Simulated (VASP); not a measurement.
A run of VASP 6.6.1 is set up as follows.

INCAR

```
SYSTEM = Te2Mo
PREC = Accurate ; ENCUT = 520
EDIFF = 1E-6 ; ISMEAR = 0
SIGMA = 0.02 ; LREAL = .False.
LASPH = .True. ; NELM = 80
ALGO = Normal ; ISIF = 2
LWAVE = .False. ; LCHARG = .False.
NBANDS = 20
```

Contents of KPOINTS:

```
regular mesh
0
Gamma
  12 12 2
  0 0 0
```

File POSCAR:

```
Te2Mo
1.0
    3.5705444614      0.0000000000      0.0000000000
   -1.7852722307      3.0921822089      0.0000000000
    0.0000000000      0.0000000000     17.2034307608
Te Mo
2 1
Direct
    0.3333333333      0.6666666667      0.8979333162
    0.3333333333      0.6666666667      0.1020666838
    0.0000000000      0.0000000000      0.0000000000
```

Potentials or basis: VASP PAW LDA potentials, release 64 (Te, Mo_sv).

Run with:

```bash
$ cat potpaw_LDA.64/Te/POTCAR potpaw_LDA.64/Mo_sv/POTCAR > POTCAR
$ mpirun -np 1 vasp_std > vasp.out
```

Estimate the largest force.

0.056 eV/Å.

What does it give for the band gap on the k mesh?

0.99 eV, direct.

Forces on the atoms (eV/Å):
```
Te   0.000  0.000 -0.056
Te   0.000  0.000  0.056
Mo   0.000  0.000  0.000
```

Caveat: the cell differs from its parent crystal (biaxial strain in the a-b plane: +3.0 %, then relaxed in part); spin-orbit coupling is left out, which moves the levels of the heavy elements.
